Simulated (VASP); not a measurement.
# Ba6HfO8 (Fm-3m) in VASP: electric field gradients with r2SCAN

Aim: the electric field gradients of Ba6HfO8 with r2SCAN.

Everything below comes from runs of VASP 6.6.1. Logs are shortened: lines on timing, memory, paths and dates and some standing lists are left out, and cuts for length are marked.

### Step 1. The cell of the first run

Symmetry: Fm-3m, No. 225, cubic system. The conventional cell has a = 10.883 Å, b = 10.883 Å, c = 10.883 Å, α = 90.00°, β = 90.00°, γ = 90.00°. Within 3.6 Å of Ba (site symmetry mmm) lie 6 O at 2.72 to 2.78 Å. Within 2.9 Å of Hf (site symmetry m-3m) lie 6 O at 2.16 Å. O (site symmetry 4mm) has 1 Hf at 2.16 Å and 4 Ba at 2.78 Å within 2.9 Å. Within 3.6 Å of O (site symmetry -43m) lie 6 Ba at 2.72 Å.

### Step 2. Electric field gradients, r2SCAN

POSCAR reads:

```
Ba6HfO8
1.0
    0.0000000000      5.4416260000      5.4416260000
    5.4416260000      0.0000000000      5.4416260000
    5.4416260000      5.4416260000      0.0000000000
Ba Hf O
6 1 8
Direct
    0.5000000000      0.0000000000      0.0000000000
    0.5000000000      0.0000000000      0.5000000000
    0.0000000000      0.0000000000      0.5000000000
    0.5000000000      0.5000000000      0.0000000000
    0.0000000000      0.5000000000      0.0000000000
    0.0000000000      0.5000000000      0.5000000000
    0.0000000000      0.0000000000      0.0000000000
    0.8015490000      0.1984510000      0.1984510000
    0.2500000000      0.2500000000      0.2500000000
    0.1984510000      0.8015490000      0.1984510000
    0.1984510000      0.1984510000      0.8015490000
    0.8015490000      0.8015490000      0.1984510000
    0.8015490000      0.1984510000      0.8015490000
    0.7500000000      0.7500000000      0.7500000000
    0.1984510000      0.8015490000      0.8015490000
```

INCAR.step1 reads:

```
SYSTEM = Ba6HfO8
  PREC = Accurate
  ENCUT = 520
  ISMEAR = -1
  SIGMA = 0.02
  LREAL = Auto
  LASPH = .True.
  NELM = 100
  NBANDS = 72
  GGA = PE
  ALGO = Normal
  EDIFF = 1E-4
  LWAVE = .True.
  LCHARG = .False.
```

INCAR.step2 reads:

```
SYSTEM = Ba6HfO8
  PREC = Accurate
  ENCUT = 520
  EDIFF = 1E-8
  ISMEAR = -1
  SIGMA = 0.02
  LREAL = Auto
  LASPH = .True.
  NELM = 100
  ALGO = Normal
  ISIF = 2
  LWAVE = .False.
  LCHARG = .False.
  METAGGA = R2SCAN
  LMIXTAU = .True.
  LEFG = .True.
  NBANDS = 72
  ISTART = 1
```

KPOINTS reads:

```
regular mesh
0
Gamma
  4 4 4
  0 0 0
```

Potentials or basis: VASP PAW PBE potentials, release 64 (Ba_sv, Hf_pv, O).

Launch:

```sh
$ cat potpaw_PBE.64/Ba_sv/POTCAR potpaw_PBE.64/Hf_pv/POTCAR potpaw_PBE.64/O/POTCAR > POTCAR
$ cp INCAR.step1 INCAR
$ mpirun -np 1 vasp_std > vasp.out
$ cp INCAR.step2 INCAR
$ mpirun -np 1 vasp_std > vasp.out
```

OUTCAR:

```text
SYSTEM = Ba6HfO8
   PREC = Accurate
   ENCUT = 520
   EDIFF = 1E-8
   ISMEAR = -1
   LREAL = Auto
   LASPH = .True.
   NELM = 100
   ISIF = 2
   METAGGA = R2SCAN
   ISTART = 1

 ion  position               nearest neighbor table
   1  0.500  0.000  0.000-   9 2.72  14 2.72  11 2.78  12 2.78  13 2.78  10 2.78   2 3.85   4 3.85
                             7 3.85   2 3.85   3 3.85   4 3.85   5 3.85   3 3.85   5 3.85   7 3.85
   2  0.500  0.000  0.500-   9 2.72  14 2.72  11 2.78  12 2.78   8 2.78  15 2.78   1 3.85   3 3.85
                             1 3.85   4 3.85   7 3.85   4 3.85   6 3.85   3 3.85   6 3.85   7 3.85
   3  0.000  0.000  0.500-   9 2.72  14 2.72  10 2.78  13 2.78   8 2.78  15 2.78   2 3.85   6 3.85
                             7 3.85   1 3.85   5 3.85   7 3.85   5 3.85   6 3.85   1 3.85   2 3.85
   4  0.500  0.500  0.000-   9 2.72  14 2.72  10 2.78  13 2.78   8 2.78  15 2.78   1 3.85   5 3.85
                             2 3.85   6 3.85   1 3.85   2 3.85   7 3.85   5 3.85   6 3.85   7 3.85
   5  0.000  0.500  0.000-   9 2.72  14 2.72  11 2.78  12 2.78   8 2.78  15 2.78   4 3.85   6 3.85
                             7 3.85   3 3.85   6 3.85   1 3.85   3 3.85   7 3.85   1 3.85   4 3.85
   6  0.000  0.500  0.500-   9 2.72  14 2.72  11 2.78  12 2.78  13 2.78  10 2.78   3 3.85   5 3.85
                             4 3.85   5 3.85   7 3.85   2 3.85   3 3.85   7 3.85   2 3.85   4 3.85
   7  0.000  0.000  0.000-   8 2.16  10 2.16  11 2.16  12 2.16  13 2.16  15 2.16   1 3.85   3 3.85
                             5 3.85   2 3.85   3 3.85   6 3.85   4 3.85   5 3.85   6 3.85   1 3.85
   8  0.802  0.198  0.198-   7 2.16   3 2.78   4 2.78   5 2.78   2 2.78
   9  0.250  0.250  0.250-   1 2.72   2 2.72   3 2.72   4 2.72   5 2.72   6 2.72
  10  0.198  0.802  0.198-   7 2.16   3 2.78   4 2.78   6 2.78   1 2.78
  11  0.198  0.198  0.802-   7 2.16   2 2.78   5 2.78   6 2.78   1 2.78
  12  0.802  0.802  0.198-   7 2.16   2 2.78   5 2.78   6 2.78   1 2.78
  13  0.802  0.198  0.802-   7 2.16   3 2.78   4 2.78   6 2.78   1 2.78
  14  0.750  0.750  0.750-   1 2.72   2 2.72   3 2.72   4 2.72   5 2.72   6 2.72
  15  0.198  0.802  0.802-   7 2.16   3 2.78   4 2.78   5 2.78   2 2.78

  LATTYP: Found a face centered cubic cell.
 ALAT       =    10.8832520000

  Lattice vectors:

 A1 = (   0.0000000000,   5.4416260000,   5.4416260000)
 A2 = (   5.4416260000,   0.0000000000,   5.4416260000)
 A3 = (   5.4416260000,   5.4416260000,   0.0000000000)

Analysis of symmetry for initial positions (statically):
=====================================================================
 Subroutine PRICEL returns:
 Original cell was already a primitive cell.

 Routine SETGRP: Setting up the symmetry group for a
 face centered cubic supercell.

 Subroutine GETGRP returns: Found 48 space group operations
 (whereof 48 operations were pure point group operations)
 out of a pool of 48 trial point group operations.

The static configuration has the point symmetry O_h .

Analysis of symmetry for dynamics (positions and initial velocities):
=====================================================================
 Subroutine PRICEL returns:
 Original cell was already a primitive cell.

 Routine SETGRP: Setting up the symmetry group for a
 face centered cubic supercell.

 Subroutine GETGRP returns: Found 48 space group operations
 (whereof 48 operations were pure point group operations)
 out of a pool of 48 trial point group operations.

The dynamic configuration has the point symmetry O_h .

 Subroutine INISYM returns: Found 48 space group operations
 (whereof 48 operations are pure point group operations),
 and found     1 'primitive' translations

----------------------------------------------------------------------------------------

                                     Primitive cell

  volume of cell :     322.2672

  direct lattice vectors                    reciprocal lattice vectors
     0.000000000  5.441626000  5.441626000    -0.091884301  0.091884301  0.091884301
     5.441626000  0.000000000  5.441626000     0.091884301 -0.091884301  0.091884301
     5.441626000  5.441626000  0.000000000     0.091884301  0.091884301 -0.091884301

  length of vectors
     7.695621291  7.695621291  7.695621291     0.159148277  0.159148277  0.159148277
[... 135 lines left out ...]

  energy without entropy =     -296.04743687  energy(sigma->0) =     -296.04743687

 E-fermi :   1.5997     XC(G=0):  -9.6873

 val. band max:        1.0978922663   @ k =   0.5000   0.5000   0.0000
 cond. band min:       3.7708536948   @ k =   0.0000   0.0000   0.0000
 fundamental gap:      2.6729614285
 Fermi energy:         1.5996771874

 k-point     1 :       0.0000    0.0000    0.0000
  band No.  band energies     occupation
      1     -28.6472      2.00000
      2     -28.6472      2.00000
      3     -28.6472      2.00000
      4     -25.5410      2.00000
      5     -25.3185      2.00000
      6     -25.3185      2.00000
[... 581 lines left out ...]
     70       7.4513      0.00000
     71       7.4513      0.00000
 [bands above 71 left out]

------------------------ aborting loop because EDIFF is reached ----------------------------------------

  FORCE on cell =-STRESS in cart. coord.  units (eV):
  Direction    XX          YY          ZZ          XY          YZ          ZX
  --------------------------------------------------------------------------------------
  -------------------------------------------------------------------------------------
  Total       -2.9997553     -2.9997553     -2.9997553     -0.0000000     -0.0000000     -0.0000000
  in kB      -14.9135266    -14.9135266    -14.9135266     -0.0000000     -0.0000000     -0.0000000
  external PRESSURE =     -14.9135266 kB  Pullay stress =       0.0000000 kB

 VOLUME and BASIS-vectors are now :
 -----------------------------------------------------------------------------
  energy-cutoff  :      520.00
  volume of cell :      322.27
      direct lattice vectors                 reciprocal lattice vectors
     0.000000000  5.441626000  5.441626000    -0.091884301  0.091884301  0.091884301
     5.441626000  0.000000000  5.441626000     0.091884301 -0.091884301  0.091884301
     5.441626000  5.441626000  0.000000000     0.091884301  0.091884301 -0.091884301

 POSITION                                       TOTAL-FORCE (eV/Angst)
 -----------------------------------------------------------------------------------
      0.00000      2.72081      2.72081         0.000000      0.000000     -0.000000
      2.72081      5.44163      2.72081         0.000000      0.000000     -0.000000
      2.72081      2.72081      0.00000        -0.000000      0.000000     -0.000000
      2.72081      2.72081      5.44163         0.000000      0.000000     -0.000000
      2.72081      0.00000      2.72081        -0.000000      0.000000     -0.000000
      5.44163      2.72081      2.72081         0.000000      0.000000     -0.000000
      0.00000      0.00000      0.00000         0.000000      0.000000     -0.000000
      2.15979      5.44163      5.44163        -0.228245      0.000000     -0.000000
      2.72081      2.72081      2.72081        -0.000000      0.000000     -0.000000
      5.44163      2.15979      5.44163         0.000000     -0.228245     -0.000000
      5.44163      5.44163      2.15979         0.000000      0.000000     -0.228245
      5.44163      5.44163      8.72346         0.000000      0.000000      0.228245
      5.44163      8.72346      5.44163         0.000000      0.228245     -0.000000
      8.16244      8.16244      8.16244         0.000000      0.000000      0.000000
      8.72346      5.44163      5.44163         0.228245      0.000000     -0.000000
 -----------------------------------------------------------------------------------
    total drift:                                0.000000      0.000000     -0.000000

  FREE ENERGIE OF THE ION-ELECTRON SYSTEM (eV)
  ---------------------------------------------------
  free  energy   TOTEN  =      -296.0474368738 eV

  energy  without entropy=     -296.0474368738  energy(sigma->0) =     -296.04743687

 Electric field gradients (V/A^2)
---------------------------------------------------------------------
 ion       V_xx      V_yy      V_zz      V_xy      V_xz      V_yz
---------------------------------------------------------------------
   1     -35.613    17.806    17.806    -0.000    -0.000  -175.882
   2      17.806   -35.613    17.806    -0.000   175.882    -0.000
   3      17.806    17.806   -35.613  -175.882    -0.000    -0.000
   4      17.806    17.806   -35.613   175.882    -0.000    -0.000
   5      17.806   -35.613    17.806    -0.000  -175.882    -0.000
   6     -35.613    17.806    17.806    -0.000    -0.000   175.882
   7      -0.000     0.000    -0.000     0.000     0.000     0.000
   8      16.610    -8.305    -8.305    -0.001    -0.001    -0.001
   9       0.000     0.000    -0.000    -0.002    -0.002    -0.002
  10      -8.305    16.610    -8.305    -0.001    -0.001    -0.001
  11      -8.305    -8.305    16.610    -0.001    -0.001    -0.001
  12      -8.305    -8.305    16.610    -0.001    -0.001    -0.001
  13      -8.305    16.610    -8.305    -0.001    -0.001    -0.001
  14       0.000     0.000    -0.000    -0.002    -0.002    -0.002
  15      16.610    -8.305    -8.305    -0.001    -0.001    -0.001
---------------------------------------------------------------------

 Electric field gradients after diagonalization (V/A^2)
 (convention: |V_zz| > |V_xx| > |V_yy|)
----------------------------------------------------------------------
 ion       V_xx      V_yy      V_zz     asymmetry (V_yy - V_xx)/ V_zz
----------------------------------------------------------------------
   1    -158.076   -35.613   193.689       0.632
   2    -158.076   -35.613   193.689       0.632
   3    -158.076   -35.613   193.689       0.632
   4    -158.076   -35.613   193.689       0.632
   5    -158.076   -35.613   193.689       0.632
   6    -158.076   -35.613   193.689       0.632
   7      -0.000    -0.000     0.001       0.000
   8      -8.306    -8.304    16.610       0.000
   9       0.002     0.002    -0.003       0.000
  10      -8.306    -8.304    16.610       0.000
  11      -8.306    -8.304    16.610       0.000
  12      -8.306    -8.304    16.610       0.000
  13      -8.306    -8.304    16.610       0.000
  14       0.002     0.002    -0.003       0.000
  15      -8.306    -8.304    16.610       0.000
----------------------------------------------------------------------

           NMR quadrupolar parameters

 Cq : quadrupolar parameter    Cq=e*Q*V_zz/h
 eta: asymmetry parameters     (V_yy - V_xx)/ V_zz
 Q  : nuclear electric quadrupole moment in mb (millibarn)
----------------------------------------------------------------------
 ion       Cq(MHz)       eta       Q (mb)
----------------------------------------------------------------------
   1       0.468       0.632       1.000
   2       0.468       0.632       1.000
   3       0.468       0.632       1.000
   4       0.468       0.632       1.000
   5       0.468       0.632       1.000
   6       0.468       0.632       1.000
   7       0.000       0.000       1.000
   8       0.040       0.000       1.000
   9      -0.000       0.000       1.000
  10       0.040       0.000       1.000
  11       0.040       0.000       1.000
  12       0.040       0.000       1.000
  13       0.040       0.000       1.000
  14      -0.000       0.000       1.000
  15       0.040       0.000       1.000
----------------------------------------------------------------------
```

It took 38 min on 1 thread of Intel Xeon Platinum 8259CL at 2.50GHz (Skylake/Cascade Lake), shared host; peak memory 0.63 GiB.

What came out:

```
Free energy            : -296.0474 eV
Pressure               : -1.5 GPa
Largest force          : 0.228 eV/Å
Band gap on the k mesh : 2.67 eV, indirect (least direct gap 2.70 eV)
```

Forces on the atoms (eV/Å):
```
Ba   0.000  0.000  0.000
Ba   0.000  0.000  0.000
Ba   0.000  0.000  0.000
Ba   0.000  0.000  0.000
Ba   0.000  0.000  0.000
Ba   0.000  0.000  0.000
Hf   0.000  0.000  0.000
O   -0.228  0.000  0.000
O    0.000  0.000  0.000
O    0.000 -0.228  0.000
O    0.000  0.000 -0.228
O    0.000  0.000  0.228
O    0.000  0.228  0.000
O    0.000  0.000  0.000
O    0.228  0.000  0.000
```

Electric field gradients, principal values (V/Å²):
```tsv
atom	least	middle	greatest (by size)
1 Ba	-35.613	-158.076	193.689
2 Ba	-35.613	-158.076	193.689
3 Ba	-35.613	-158.076	193.689
4 Ba	-35.613	-158.076	193.689
5 Ba	-35.613	-158.076	193.689
6 Ba	-35.613	-158.076	193.689
7 Hf	0.000	0.000	0.001
8 O	-8.304	-8.306	16.610
9 O	0.002	0.002	-0.003
10 O	-8.304	-8.306	16.610
11 O	-8.304	-8.306	16.610
12 O	-8.304	-8.306	16.610
13 O	-8.304	-8.306	16.610
14 O	0.002	0.002	-0.003
15 O	-8.304	-8.306	16.610
```

Caveat: without QUAD_EFG the Cq values of the log hold for a quadrupole moment of 1 mb, not for the nuclei; the PAW data sets were made with another functional, which shifts forces and pressure a little; spin-orbit coupling is left out, which moves the levels of the heavy elements. r2SCAN opens gaps a little over a GGA but as a rule still falls short of measured ones.
